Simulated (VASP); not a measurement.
# InSb (F-43m) in VASP: further runs

The runs below take InSb through single point, with PBEsol, LDA.

All numbers are computed with VASP 6.6.1; they aren't measurements. Logs are shortened: lines on timing, memory, paths and dates and some standing lists are left out, and cuts for length are marked.

**Measured values to compare with.**

“Electronic Structure and Epitaxy of CdTe Shells on InSb Nanowires”, 2021, arxiv:2111.05126 quotes, for a bulk crystal of InSb: band gap 0.24 eV.

How close the calculation comes is told below.

## (1) The cell of the first run

The structure is cubic, space group F-43m (No. 216). The conventional cell has a = 6.478 Å, b = 6.478 Å, c = 6.478 Å, α = 90.00°, β = 90.00°, γ = 90.00°. Within 3.7 Å of In (site symmetry -43m) lie 4 Sb at 2.81 Å. Within 3.7 Å of Sb (site symmetry -43m) lie 4 In at 2.81 Å.

## (2) Single point, PBEsol

Contents of INCAR:

```
SYSTEM = InSb
PREC = Accurate
ENCUT = 520
EDIFF = 1E-7
ISMEAR = 0
SIGMA = 0.1
LREAL = .FALSE.
LASPH = .TRUE.
NELM = 80
ALGO = Normal
ISIF = 2
LWAVE = .FALSE.
LCHARG = .FALSE.
GGA = PS
NBANDS = 16
```

Contents of KPOINTS:

```
Automatic mesh
0
G
  8 8 8
  0 0 0
```

Contents of POSCAR:

```
InSb
1.0
    0.0000000000      3.2391000000      3.2391000000
    3.2391000000      0.0000000000      3.2391000000
    3.2391000000      3.2391000000      0.0000000000
In Sb
1 1
Direct
    0.0000000000      0.0000000000      0.0000000000
    0.2500000000      0.2500000000      0.2500000000
```

Potentials or basis: VASP PAW PBE potentials, release 64 (In_d, Sb).

Command:

```console
cat potpaw_PBE.64/In_d/POTCAR potpaw_PBE.64/Sb/POTCAR > POTCAR
mpirun -np 1 vasp_std > vasp.out
```

OUTCAR:

```text
SYSTEM = InSb
   PREC = Accurate
   ENCUT = 520
   EDIFF = 1E-7
   ISMEAR = 0
   LREAL = .FALSE.
   LASPH = .TRUE.
   NELM = 80
   ISIF = 2
   GGA = PS

 ion  position               nearest neighbor table
   1  0.000  0.000  0.000-   2 2.81   2 2.81   2 2.81   2 2.81
   2  0.250  0.250  0.250-   1 2.81   1 2.81   1 2.81   1 2.81

  LATTYP: Found a face centered cubic cell.
 ALAT       =     6.4782000000

  Lattice vectors:

 A1 = (   0.0000000000,   3.2391000000,   3.2391000000)
 A2 = (   3.2391000000,   0.0000000000,   3.2391000000)
 A3 = (   3.2391000000,   3.2391000000,   0.0000000000)

Analysis of symmetry for initial positions (statically):
=====================================================================
 Subroutine PRICEL returns:
 Original cell was already a primitive cell.

 Routine SETGRP: Setting up the symmetry group for a
 face centered cubic supercell.

 Subroutine GETGRP returns: Found 24 space group operations
 (whereof 24 operations were pure point group operations)
 out of a pool of 48 trial point group operations.

The static configuration has the point symmetry T_d .

Analysis of symmetry for dynamics (positions and initial velocities):
=====================================================================
 Subroutine PRICEL returns:
 Original cell was already a primitive cell.

 Routine SETGRP: Setting up the symmetry group for a
 face centered cubic supercell.

 Subroutine GETGRP returns: Found 24 space group operations
 (whereof 24 operations were pure point group operations)
 out of a pool of 48 trial point group operations.

The dynamic configuration has the point symmetry T_d .

 Subroutine INISYM returns: Found 24 space group operations
 (whereof 24 operations are pure point group operations),
 and found     1 'primitive' translations

----------------------------------------------------------------------------------------

                                     Primitive cell

  volume of cell :      67.9678

  direct lattice vectors                    reciprocal lattice vectors
     0.000000000  3.239100000  3.239100000    -0.154363867  0.154363867  0.154363867
     3.239100000  0.000000000  3.239100000     0.154363867 -0.154363867  0.154363867
     3.239100000  3.239100000  0.000000000     0.154363867  0.154363867 -0.154363867

  length of vectors
     4.580779150  4.580779150  4.580779150     0.267366060  0.267366060  0.267366060

  position of ions in fractional coordinates (direct lattice)
     0.000000000  0.000000000  0.000000000
     0.250000000  0.250000000  0.250000000

  ion indices of the primitive-cell ions
   primitive index   ion index
                 1           1
                 2           2

----------------------------------------------------------------------------------------

 KPOINTS: Automatic mesh

Automatic generation of k-mesh.
 Grid dimensions read from file:
 generate k-points for:    8    8    8

 Generating k-lattice:

  Cartesian coordinates                     Fractional coordinates (reciprocal lattice)
    -0.019295483  0.019295483  0.019295483     0.125000000  0.000000000  0.000000000
     0.019295483 -0.019295483  0.019295483     0.000000000  0.125000000  0.000000000
     0.019295483  0.019295483 -0.019295483     0.000000000  0.000000000  0.125000000

  Length of vectors
     0.033420757  0.033420757  0.033420757

  Shift w.r.t. Gamma in fractional coordinates (k-lattice)
     0.000000000  0.000000000  0.000000000

 Subroutine IBZKPT returns following result:
 ===========================================

 Found     29 irreducible k-points:

 Following reciprocal coordinates:
            Coordinates               Weight
  0.000000  0.000000  0.000000      1.000000
  0.125000  0.000000  0.000000      8.000000
  0.250000  0.000000  0.000000      8.000000
  0.375000  0.000000  0.000000      8.000000
  0.500000  0.000000  0.000000      4.000000
  0.125000  0.125000  0.000000      6.000000
[... 16 lines left out ...]
  0.500000  0.250000  0.125000     48.000000
 -0.375000  0.250000  0.125000     24.000000
 [... further k-points ...]
   k-points           NKPTS =     29   k-points in BZ     NKDIM =     29   number of bands    NBANDS=     16
   number of dos      NEDOS =    301   number of ions     NIONS =      2
   total plane-waves  NPLWV =  46656
   dimension x,y,z NGX =    36 NGY =   36 NGZ =   36
   dimension x,y,z NGXF=    72 NGYF=   72 NGZF=   72
   ions per type =               1   1
   NGX,Y,Z   is equivalent  to a cutoff of  13.07, 13.07, 13.07 a.u.
   NGXF,Y,Z  is equivalent  to a cutoff of  26.13, 26.13, 26.13 a.u.
 SYSTEM =  InSb
   PREC   = accura    normal or accurate (medium, high low for compatibility)
   ISTART =      0    job   : 0-new  1-cont  2-samecut
   ICHARG =      2    charge: 1-file 2-atom 10-const
   ISPIN  =      1    spin polarized calculation?
   LNONCOLLINEAR =      F non collinear calculations
   LSORBIT =      F    spin-orbit coupling
   LASPH  =      T    aspherical Exc in radial PAW
   ENCUT  =  520.0 eV  38.22 Ry    6.18 a.u.   8.52  8.52  8.52*2*pi/ulx,y,z
   NELM   =     80;   NELMIN=  2; NELMDL= -5     # of ELM steps
   EDIFF  = 0.1E-06   stopping-criterion for ELM
   LREAL  =      F    real-space projection
   EDIFFG = 0.1E-05   stopping-criterion for IOM
   NSW    =      0    number of steps for IOM
   IBRION =     -1    ionic relax: 0-MD 1-quasi-New 2-CG
   NFREE  =      0    steps in history (QN), initial steepest desc. (CG)
   ISIF   =      2    stress and relaxation
   ISYM   =      2    0-nonsym 1-usesym 2-fastsym
   POTIM  = 0.5000    time-step for ionic-motion
   TEBEG  =    0.0;   TEEND  =   0.0 temperature during run
   PSTRESS=    0.0 pullay stress
   NELECT =      18.0000    total number of electrons
   NUPDOWN=      -1.0000    fix difference up-down
   EMIN   =  10.00;   EMAX   =-10.00  energy-range for DOS
   EFERMI =   0.00;   METHOD = LEGACY
   ISMEAR =     0;   SIGMA  =   0.10  broadening in eV -4-tet -1-fermi 0-gaus
   EFERMI_NEDOS =   21; number of points for ismear=-14 and -15
   IALGO  =     38    algorithm
   IMIX   =      4    mixing-type and parameters
     AMIX     =   0.40;   BMIX     =  1.00
     AMIX_MAG =   1.60;   BMIX_MAG =  1.00
  volume/ion in A,a.u.               =      33.98       229.33
  Fermi-wavevector in a.u.,A,eV,Ry     =   1.051311  1.986690 15.037912  1.105255
  Thomas-Fermi vector in A             =   2.186349
   LORBIT       =      0    0 simple, 1 ext, 2 COOP (PROOUT), +10 PAW based schemes
   GGA     = PS    functional components
   LHFCALC =     F    Hartree Fock is set to
   AEXX    =    0.0000 exact exchange contribution
   IVDW    =     0    specifies the selected vdW correction
   LEPSILON=     F    determine dielectric tensor
   LRPA    =     F    only Hartree local field effects (RPA)
 non-spin polarized calculation
 Gauss-broadening in eV      SIGMA  =   0.10
  energy-cutoff  :      520.00
  volume of cell :       67.97
 maximum number of plane-waves:      1850
 NGX is ok and might be reduce to    36
   NGX = 17   NGY = 17   NGZ = 17

 number of electron      17.9999993 magnetization

 Free energy of the ion-electron system (eV)
  ---------------------------------------------------
  ext. energy  EPLUGINS =         0.00000000
  ---------------------------------------------------
  free energy    TOTEN  =        -7.69213908 eV

  energy without entropy =       -7.69183296  energy(sigma->0) =       -7.69198602

 E-fermi :   4.9986     XC(G=0):  -8.8697

 val. band max:        4.9678091171   @ k =   0.0000   0.0000   0.0000
 cond. band min:       5.4389597327   @ k =   0.5000   0.0000   0.0000
 fundamental gap:      0.4711506156
 Fermi energy:         4.9986124948

 k-point     1 :       0.0000    0.0000    0.0000
  band No.  band energies     occupation
      1      -9.5757      2.00000
      2      -9.5757      2.00000
      3      -9.5757      2.00000
      4      -9.4891      2.00000
      5      -9.4891      2.00000
      6      -5.7841      2.00000
[... 8 lines left out ...]
     15      13.2531      0.00000
     16      13.2531      0.00000

 k-point     2 :       0.1250    0.0000    0.0000
  band No.  band energies     occupation
      1      -9.5831      2.00000
      2      -9.5725      2.00000
      3      -9.5725      2.00000
      4      -9.4893      2.00000
      5      -9.4893      2.00000
      6      -5.6417      2.00000
[... 8 lines left out ...]
     15      12.4235      0.00000
     16      12.4235      0.00000

 k-point     3 :       0.2500    0.0000    0.0000
  band No.  band energies     occupation
      1      -9.6007      2.00000
      2      -9.5651      2.00000
      3      -9.5651      2.00000
      4      -9.4893      2.00000
      5      -9.4893      2.00000
      6      -5.2419      2.00000
[... 8 lines left out ...]
     15      12.2167      0.00000
     16      12.2167      0.00000

 k-point     4 :       0.3750    0.0000    0.0000
  band No.  band energies     occupation
      1      -9.6180      2.00000
      2      -9.5588      2.00000
      3      -9.5588      2.00000
      4      -9.4882      2.00000
      5      -9.4882      2.00000
      6      -4.7078      2.00000
[... 8 lines left out ...]
     15      13.0380      0.00000
     16      13.0380      0.00000
[... 324 lines left out ...]
 k-point    22 :       0.3750    0.2500    0.1250
  band No.  band energies     occupation
      1      -9.6188      2.00000
      2      -9.5564      2.00000
      3      -9.5538      2.00000
      4      -9.4956      2.00000
      5      -9.4856      2.00000
      6      -4.9002      2.00000
[... 8 lines left out ...]
     15      13.5050      0.00000
     16      13.7569      0.00000

 k-point    23 :       0.5000    0.2500    0.1250
  band No.  band energies     occupation
      1      -9.6304      2.00000
      2      -9.5523      2.00000
      3      -9.5476      2.00000
      4      -9.4950      2.00000
      5      -9.4862      2.00000
      6      -4.4025      2.00000
[... 8 lines left out ...]
     15      13.4491      0.00000
     16      14.3695      0.00000

 k-point    24 :      -0.3750    0.2500    0.1250
  band No.  band energies     occupation
      1      -9.6347      2.00000
      2      -9.5513      2.00000
      3      -9.5452      2.00000
      4      -9.4934      2.00000
      5      -9.4874      2.00000
      6      -4.1277      2.00000
[... 8 lines left out ...]
     15      13.8737      0.00000
     16      14.3746      0.00000

 [... further k-points ...]

------------------------ aborting loop because EDIFF is reached ----------------------------------------

  FORCE on cell =-STRESS in cart. coord.  units (eV):
  Direction    XX          YY          ZZ          XY          YZ          ZX
  --------------------------------------------------------------------------------------
  -------------------------------------------------------------------------------------
  Total        0.3722423      0.3722423      0.3722423      0.0000000      0.0000000     -0.0000000
  in kB        8.7747192      8.7747192      8.7747192      0.0000000      0.0000000     -0.0000000
  external PRESSURE =       8.7747192 kB  Pullay stress =       0.0000000 kB

 VOLUME and BASIS-vectors are now :
 -----------------------------------------------------------------------------
  energy-cutoff  :      520.00
  volume of cell :       67.97
      direct lattice vectors                 reciprocal lattice vectors
     0.000000000  3.239100000  3.239100000    -0.154363867  0.154363867  0.154363867
     3.239100000  0.000000000  3.239100000     0.154363867 -0.154363867  0.154363867
     3.239100000  3.239100000  0.000000000     0.154363867  0.154363867 -0.154363867

 POSITION                                       TOTAL-FORCE (eV/Angst)
 -----------------------------------------------------------------------------------
      0.00000      0.00000      0.00000        -0.000000     -0.000000     -0.000000
      1.61955      1.61955      1.61955         0.000000      0.000000      0.000000
 -----------------------------------------------------------------------------------
    total drift:                               -0.000000     -0.000000     -0.000000

  FREE ENERGIE OF THE ION-ELECTRON SYSTEM (eV)
  ---------------------------------------------------
  free  energy   TOTEN  =        -7.6921390759 eV

  energy  without entropy=       -7.6918329605  energy(sigma->0) =       -7.69198602
```

Run time: 16 s. Hardware: 1 thread of Intel Xeon 6975P-C (Granite Rapids), shared host; peak memory 0.21 GiB.

What came out:

| Property | Result |
| --- | --- |
| Free energy | -7.6921 eV |
| Pressure | 0.9 GPa |
| Band gap on the k mesh | zero (filled and empty bands touch) |

Caveat: semilocal functionals underestimate gaps, so a narrow gap can read as zero; the PAW data sets were made with another functional, which shifts forces and pressure a little; spin-orbit coupling is left out, which moves the levels of the heavy elements.

## (3) Single point, LDA

This run uses another cell than the first one, of 33.56 Å³/atom.

Contents of INCAR:

```
SYSTEM = InSb
PREC = Accurate ; ENCUT = 520
EDIFF = 1E-6 ; ISMEAR = 0
SIGMA = 0.1 ; LREAL = .False.
LASPH = .True. ; NELM = 100
ALGO = Normal ; ISIF = 2
LWAVE = .False. ; LCHARG = .False.
NBANDS = 16
```

Contents of KPOINTS:

```
regular mesh
0
Gamma
  8 8 8
  0 0 0
```

Contents of POSCAR:

```
InSb
1.0
    0.0000000000      3.2254853211      3.2254853211
    3.2254853211      0.0000000000      3.2254853211
    3.2254853211      3.2254853211      0.0000000000
In Sb
1 1
Direct
    0.0000000000      0.0000000000      0.0000000000
    0.2500000000      0.2500000000      0.2500000000
```

Potentials or basis: VASP PAW LDA potentials, release 64 (In_d, Sb).

Command:

```console
cat potpaw_LDA.64/In_d/POTCAR potpaw_LDA.64/Sb/POTCAR > POTCAR
mpirun -np 1 vasp_std > vasp.out
```

Run time: 12 s. Hardware: 1 thread of Intel Xeon 6975P-C (Granite Rapids), shared host; peak memory 0.18 GiB.

It converged, with:

| Property | Result |
| --- | --- |
| Free energy | -8.2117 eV |
| Pressure | 0.1 GPa |
| Band gap on the k mesh | zero (filled and empty bands touch) |

Levels at points of the mesh, in eV from the Fermi level:
```csv
k point,band 5,band 6,band 7,band 8,band 9,band 10,band 11,band 12,band 13,band 14
"(0.00, 0.00, 0.00)",-14.53,-10.89,-0.32,-0.03,-0.03,-0.03,2.88,2.88,2.88,5.52
"(0.50, 0.00, 0.00)",-14.53,-9.48,-5.77,-1.06,-1.06,0.41,3.74,3.74,5.90,8.16
"(0.50, 0.50, 0.00)",-14.52,-8.86,-6.07,-2.35,-2.35,1.19,1.21,8.09,8.09,8.70
```

Caveat: semilocal functionals underestimate gaps, so a narrow gap can read as zero; spin-orbit coupling is left out, which moves the levels of the heavy elements.

[end of part 1 of 3]
